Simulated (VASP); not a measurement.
Here is a VASP 6.6.1 calculation.

Contents of INCAR:

```
SYSTEM = WC
ALGO = Normal
EDIFF = 1E-6
ENCUT = 520
ISIF = 2
ISMEAR = 0
LASPH = .True.
LCHARG = .True.
LELF = .True.
LREAL = .False.
LVHAR = .True.
LWAVE = .False.
NBANDS = 16
NELM = 100
PREC = Accurate
SIGMA = 0.1
```

The input KPOINTS:

```
k-points
0
Gamma
  11 11 11
  0 0 0
```

POSCAR

```
WC
1.0
    0.0000000000      2.1614941661      2.1614941661
    2.1614941661      0.0000000000      2.1614941661
    2.1614941661      2.1614941661      0.0000000000
W C
1 1
Direct
    0.0000000000      0.0000000000      0.0000000000
    0.5000000000      0.5000000000      0.5000000000
```

Potentials or basis: VASP PAW LDA potentials, release 64 (W_sv, C).

The run is started by

```console
$ cat potpaw_LDA.64/W_sv/POTCAR potpaw_LDA.64/C/POTCAR > POTCAR
$ mpirun -np 1 vasp_std > vasp.out
```

Q: Estimate the pressure.

A: 2.4 GPa.

Q: Predict the band gap on the k mesh.

A: Zero (bands 9 and 10 overlap by 3.25 eV).

Caveat: spin-orbit coupling is left out, which moves the levels of the heavy elements.
